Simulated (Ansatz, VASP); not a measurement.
## Two plane-wave programs on KMgH3

```
CELL_PARAMETERS angstrom
4.12563 0.00000 0.00000
0.00000 4.12563 0.00000
0.00000 0.00000 3.92437
ATOMIC_POSITIONS crystal
K 0.00000 0.00000 0.00000
Mg 0.50000 0.50000 0.50000
H 0.00000 0.50000 0.50000
H 0.50000 0.00000 0.50000
H 0.50000 0.50000 0.00000
```

Change from the starting cell: strain +0.025 along x and y, -0.025 along z, atoms carried along.

Alike in both runs: task single point; functional LDA; k mesh 8 × 8 × 8; occupations gaussian, width 0.05 eV; no spin polarisation.

```csv
,VASP,Ansatz
version,VASP 6.6.1,Ansatz 0.2.0
potentials or method,"VASP PAW LDA potentials, release 64 (K_sv, Mg, H), cutoff 520 eV","scalar-relativistic, plane waves, PAW"
valence electrons in the cell,14,22
```

```tsv
	VASP	Ansatz	Ansatz less VASP
gap on the k mesh at the Fermi level (eV)	1.99	1.99	+0.004
least direct gap on the mesh (eV)	4.05	4.05	-0.001
pressure (GPa)	-3.8	-3.5	+0.27
traceless stress, the component that is largest in VASP (GPa)	1.46	1.45	-0.008
```

LDA's correlation is that of Perdew and Zunger in VASP and of Perdew and Wang (1992) in Ansatz. VASP's potentials hold 14 valence electrons a cell and Ansatz's 22, so a difference there can come from the potentials and not from the codes.
